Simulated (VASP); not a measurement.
Runs of VASP 6.6.1 on BaS. The structure is that of space group P6_3/mmc (No. 194), or close to it. The cells are those of the table. 

```tsv
level	cell	gap on the mesh (eV)	pressure (GPa)
PBE	a = 4.401, b = 4.401, c = 7.725 Å, angles 90.0, 90.0, 120.0°, 4 atoms	2.29	2.0
r2SCAN	a = 4.352, b = 4.352, c = 7.630 Å, angles 90.0, 90.0, 120.0°, 4 atoms	2.64	3.8
r2SCAN	a = 4.529, b = 4.529, c = 7.942 Å, angles 90.0, 90.0, 120.0°, 4 atoms	2.75	(a)
r2SCAN	a = 4.397, b = 4.397, c = 7.711 Å, angles 90.0, 90.0, 120.0°, 4 atoms	2.68	2.1
PBE	a = 4.442, b = 4.442, c = 7.789 Å, angles 90.0, 90.0, 120.0°, 4 atoms	2.32	0.8
r2SCAN	a = 4.442, b = 4.442, c = 7.789 Å, angles 90.0, 90.0, 120.0°, 4 atoms	2.71	0.6
PBE	a = 4.490, b = 4.490, c = 7.881 Å, angles 90.0, 90.0, 120.0°, 4 atoms	2.34	-0.6
PBE	a = 4.534, b = 4.534, c = 7.957 Å, angles 90.0, 90.0, 120.0°, 4 atoms	(b)	-1.6
PBE	a = 4.446, b = 4.446, c = 7.804 Å, angles 90.0, 90.0, 120.0°, 4 atoms	2.32	0.6
r2SCAN	a = 4.486, b = 4.486, c = 7.867 Å, angles 90.0, 90.0, 120.0°, 4 atoms	2.73	-0.6
PBE	a = 4.356, b = 4.356, c = 7.645 Å, angles 90.0, 90.0, 120.0°, 4 atoms	2.25	3.6
```

Alike in all rows: task single point; potentials or basis VASP PAW PBE potentials, release 64 (Ba_sv, S); no spin polarisation; k mesh 6 × 6 × 4; cutoff (eV) 520; smearing gaussian 0.01 eV.

Fill in the values left out.

(a) -1.7; (b) 2.35.

Caveats: spin-orbit coupling is left out, which moves the levels of the heavy elements; the PAW data sets were made with another functional, which shifts forces and pressure a little (some runs).

A k mesh can miss the band edges, and the runs leave out spin-orbit coupling on Ba.
